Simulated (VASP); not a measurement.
# RbBr (Fm-3m) in VASP: further runs, part 2 of 2

VASP 6.6.1. The steps go on from the part before.

### Step 4. Single point, PBE0

This run uses another cell than the first one, of 41.05 Å³/atom, 1.085 times its volume.

The input, POSCAR:

```
RbBr
1.0
    0.0000000000      3.4496960257      3.4496960257
    3.4496960257      0.0000000000      3.4496960257
    3.4496960257      3.4496960257      0.0000000000
Rb Br
1 1
Direct
    0.0000000000      0.0000000000      0.0000000000
    0.5000000000      0.5000000000      0.5000000000
```

The input, INCAR.step1:

```
PREC     = Accurate       # precision mode
ENCUT    = 520            # plane-wave cutoff, eV
EDIFF    = 1E-5           # SCF threshold, eV
ISMEAR   = -1             # smearing method
SIGMA    = 0.05           # smearing width, eV
LREAL    = F              # projectors in reciprocal space
LASPH    = T              # aspherical terms in the spheres
NELM     = 60             # most SCF steps
ALGO     = Normal         # electronic algorithm
ISIF     = 2              # what is computed and relaxed
LWAVE    = T              # write WAVECAR
LCHARG   = F              # write CHGCAR
GGA      = PE             # functional
NBANDS   = 15             # bands
```

The input, INCAR.step2:

```
PREC     = Accurate       # precision mode
ENCUT    = 520            # plane-wave cutoff, eV
EDIFF    = 1E-6           # SCF threshold, eV
ISMEAR   = -1             # smearing method
SIGMA    = 0.05           # smearing width, eV
LREAL    = F              # projectors in reciprocal space
LASPH    = T              # aspherical terms in the spheres
NELM     = 60             # most SCF steps
ALGO     = Normal         # electronic algorithm
ISIF     = 2              # what is computed and relaxed
LWAVE    = F              # write WAVECAR
LCHARG   = F              # write CHGCAR
GGA      = PE             # functional
LHFCALC  = T              # exact exchange
AEXX     = 0.25           # exact-exchange fraction
PRECFOCK = Normal       
ISTART   = 1            
NBANDS   = 15             # bands
```

The input, KPOINTS:

```
Automatic mesh
0
Gamma
  4 4 4
```

Started as:

```bash
$ cat potpaw_PBE.64/Rb_sv/POTCAR potpaw_PBE.64/Br/POTCAR > POTCAR
$ cp INCAR.step1 INCAR
$ mpirun -np 1 vasp_std > vasp.out
$ cp INCAR.step2 INCAR
$ mpirun -np 1 vasp_std > vasp.out
```

Wall time 7.9 min (1 thread of Oxide Virtual Turin-like, shared host); peak memory 0.18 GiB.

It converged, with:

```yaml
Free_energy: -7.5893 eV
Pressure: 0.4 GPa
Band_gap_on_the_k_mesh: 6.20 eV, direct
```

Levels at points of the mesh, in eV from the valence-band top:
```csv
k point,band 4,band 5,band 6,band 7,band 8,band 9,band 10,band 11,band 12,band 13
"(0.00, 0.00, 0.00)",-9.06,-9.06,0.00,0.00,0.00,6.20,9.30,9.30,9.30,10.26
"(0.50, 0.00, 0.00)",-9.06,-9.00,-1.01,-0.36,-0.36,8.65,9.67,11.63,11.63,12.15
"(0.50, 0.50, 0.00)",-9.13,-9.13,-0.51,-0.17,-0.17,7.52,9.10,11.08,11.37,11.59
```

Caveat: the PAW data sets were made with another functional, which shifts forces and pressure a little.

### Step 5. Single point, PBE0

This run uses another cell than the first one, of 41.86 Å³/atom, 1.106 times its volume.

The input, POSCAR:

```
RbBr
1.0
    0.0000000000      3.4720972769      3.4720972769
    3.4720972769      0.0000000000      3.4720972769
    3.4720972769      3.4720972769      0.0000000000
Rb Br
1 1
Direct
    0.0000000000      0.0000000000      0.0000000000
    0.5000000000      0.5000000000      0.5000000000
```

The input, INCAR.step1:

```
PREC = Accurate
ENCUT = 520
EDIFF = 1E-5
ISMEAR = -1
SIGMA = 0.05
LREAL = F
LASPH = T
NELM = 100
ALGO = Normal
ISIF = 2
LWAVE = T
LCHARG = F
GGA = PE
NBANDS = 15
```

The input, INCAR.step2:

```
PREC = Accurate
ENCUT = 520
EDIFF = 1E-6
ISMEAR = -1
SIGMA = 0.05
LREAL = F
LASPH = T
NELM = 100
ALGO = Normal
ISIF = 2
LWAVE = F
LCHARG = F
GGA = PE
LHFCALC = T
AEXX = 0.25
PRECFOCK = Normal
ISTART = 1
NBANDS = 15
```

The input, KPOINTS:

```
regular mesh
0
Gamma
  4 4 4
```

Potentials or basis: VASP PAW PBE potentials, release 64 (Rb_sv, Br).

Started as:

```bash
$ cat potpaw_PBE.64/Rb_sv/POTCAR potpaw_PBE.64/Br/POTCAR > POTCAR
$ cp INCAR.step1 INCAR
$ mpirun -np 1 vasp_std > vasp.out
$ cp INCAR.step2 INCAR
$ mpirun -np 1 vasp_std > vasp.out
```

OUTCAR:

```text
PREC = Accurate
   ENCUT = 520
   EDIFF = 1E-6
   ISMEAR = -1
   LREAL = F
   LASPH = T
   NELM = 100
   ISIF = 2
   GGA = PE
   LHFCALC = T
   AEXX = 0.25
   PRECFOCK = Normal
   ISTART = 1

 ion  position               nearest neighbor table
   1  0.000  0.000  0.000-   2 3.47   2 3.47   2 3.47   2 3.47   2 3.47   2 3.47
   2  0.500  0.500  0.500-   1 3.47   1 3.47   1 3.47   1 3.47   1 3.47   1 3.47

  LATTYP: Found a face centered cubic cell.
 ALAT       =     6.9441945538
[... 322 lines left out ...]

------------------------ aborting loop because EDIFF is reached ----------------------------------------

  FORCE on cell =-STRESS in cart. coord.  units (eV):
  Direction    XX          YY          ZZ          XY          YZ          ZX
  --------------------------------------------------------------------------------------
  -------------------------------------------------------------------------------------
  Total        0.0662267      0.0662267      0.0662267     -0.0000000     -0.0000000      0.0000000
  in kB        1.2674710      1.2674710      1.2674710     -0.0000000     -0.0000000      0.0000000
  external PRESSURE =       1.2674710 kB  Pullay stress =       0.0000000 kB

 VOLUME and BASIS-vectors are now :
 -----------------------------------------------------------------------------
  energy-cutoff  :      520.00
  volume of cell :       83.72
      direct lattice vectors                 reciprocal lattice vectors
     0.000000000  3.472097277  3.472097277    -0.144005182  0.144005182  0.144005182
     3.472097277  0.000000000  3.472097277     0.144005182 -0.144005182  0.144005182
     3.472097277  3.472097277  0.000000000     0.144005182  0.144005182 -0.144005182

 POSITION                                       TOTAL-FORCE (eV/Angst)
 -----------------------------------------------------------------------------------
      0.00000      0.00000      0.00000        -0.000000      0.000000      0.000000
      3.47210      3.47210      3.47210         0.000000     -0.000000     -0.000000
 -----------------------------------------------------------------------------------
    total drift:                               -0.000000     -0.000000     -0.000000

  FREE ENERGIE OF THE ION-ELECTRON SYSTEM (eV)
  ---------------------------------------------------
  free  energy   TOTEN  =        -7.5920549063 eV

  energy  without entropy=       -7.5920549062  energy(sigma->0) =       -7.59205491
```

OUTCAR.step1:

```text
PREC = Accurate
   ENCUT = 520
   EDIFF = 1E-5
   ISMEAR = -1
   LREAL = F
[... 347 lines left out ...]
      0.00000      0.00000      0.00000        -0.000000      0.000000     -0.000000
      3.47210      3.47210      3.47210         0.000000     -0.000000      0.000000
 -----------------------------------------------------------------------------------
    total drift:                                0.000000     -0.000000     -0.000000

  FREE ENERGIE OF THE ION-ELECTRON SYSTEM (eV)
  ---------------------------------------------------
  free  energy   TOTEN  =        -6.1116370499 eV

  energy  without entropy=       -6.1116370498  energy(sigma->0) =       -6.11163705
```

Run time: 5.7 min. Hardware: 1 thread of Oxide Virtual Turin-like, shared host; peak memory 0.21 GiB.

Results:

| Property | Result |
| --- | --- |
| Free energy | -7.5921 eV |
| Pressure | 0.1 GPa |
| Band gap on the k mesh | 6.15 eV, direct |

Caveat: the PAW data sets were made with another functional, which shifts forces and pressure a little.

### Step 6. Single point, PBE0

This run uses another cell than the first one, of 42.66 Å³/atom, 1.128 times its volume.

The input, POSCAR:

```
RbBr
1.0
    0.0000000000      3.4942131424      3.4942131424
    3.4942131424      0.0000000000      3.4942131424
    3.4942131424      3.4942131424      0.0000000000
Rb Br
1 1
Direct
    0.0000000000      0.0000000000      0.0000000000
    0.5000000000      0.5000000000      0.5000000000
```

The input, INCAR.step1:

```
SYSTEM = RbBr
PREC = Accurate
ENCUT = 520
EDIFF = 1E-5
ISMEAR = -1
SIGMA = 0.05
LREAL = .False.
LASPH = .True.
NELM = 80
ALGO = Normal
ISIF = 2
LWAVE = .True.
LCHARG = .False.
NBANDS = 15
GGA = PE
```

The input, INCAR.step2:

```
SYSTEM = RbBr
PREC = Accurate
ENCUT = 520
EDIFF = 1E-6
ISMEAR = -1
SIGMA = 0.05
LREAL = .False.
LASPH = .True.
NELM = 80
ALGO = Normal
ISIF = 2
LWAVE = .False.
LCHARG = .False.
GGA = PE
LHFCALC = .True.
AEXX = 0.25
PRECFOCK = Normal
NBANDS = 15
ISTART = 1
```

The input, KPOINTS:

```
Automatic mesh
0
Gamma
  4 4 4
  0 0 0
```

Potentials or basis: VASP PAW PBE potentials, release 64 (Rb_sv, Br).

Started as:

```bash
$ cat potpaw_PBE.64/Rb_sv/POTCAR potpaw_PBE.64/Br/POTCAR > POTCAR
$ cp INCAR.step1 INCAR
$ mpirun -np 1 vasp_std > vasp.out
$ cp INCAR.step2 INCAR
$ mpirun -np 1 vasp_std > vasp.out
```

Run time: 6 min. Hardware: 1 thread of Oxide Virtual Turin-like, shared host; peak memory 0.21 GiB.

Results (log left out):

```
Free energy            : -7.5922 eV
Pressure               : -0.1 GPa
Band gap on the k mesh : 6.10 eV, direct
```

Levels at points of the mesh, in eV from the valence-band top:
```csv
k point,band 5,band 6,band 7,band 8,band 9,band 10,band 11,band 12
"(0.00, 0.00, 0.00)",-9.14,0.00,0.00,0.00,6.10,9.28,9.28,9.28
"(0.50, 0.00, 0.00)",-9.10,-0.94,-0.32,-0.32,8.54,9.52,11.50,11.50
"(0.50, 0.50, 0.00)",-9.20,-0.50,-0.17,-0.17,7.55,8.94,10.87,11.29
```

Caveat: the PAW data sets were made with another functional, which shifts forces and pressure a little.

### Step 7. Summary

```csv
level,cell,k mesh,grid for exact exchange (PRECFOCK),gap on the mesh (eV),pressure (GPa)
PBEsol,"a = 4.748 Å, angles 60.0°, 2 atoms",7 × 7 × 7,-,4.36,1.0
PBE,"a = 4.847 Å, angles 60.0°, 2 atoms",6 × 6 × 6,-,4.36,1.0
PBE0,"a = 4.879 Å, angles 60.0°, 2 atoms",4 × 4 × 4,Normal,6.20,0.4
PBE0,"a = 4.910 Å, angles 60.0°, 2 atoms",4 × 4 × 4,Normal,6.15,0.1
PBE0,"a = 4.942 Å, angles 60.0°, 2 atoms",4 × 4 × 4,Normal,6.10,-0.1
```

Alike in all rows: task single point; potentials or basis VASP PAW PBE potentials, release 64 (Rb_sv, Br); no spin polarisation; cutoff (eV) 520; smearing fermi-dirac 0.05 eV.

Caveats: the PAW data sets were made with another functional, which shifts forces and pressure a little (some runs).

Total energies depend on the potentials used, so only differences within one code and one set of settings carry meaning.
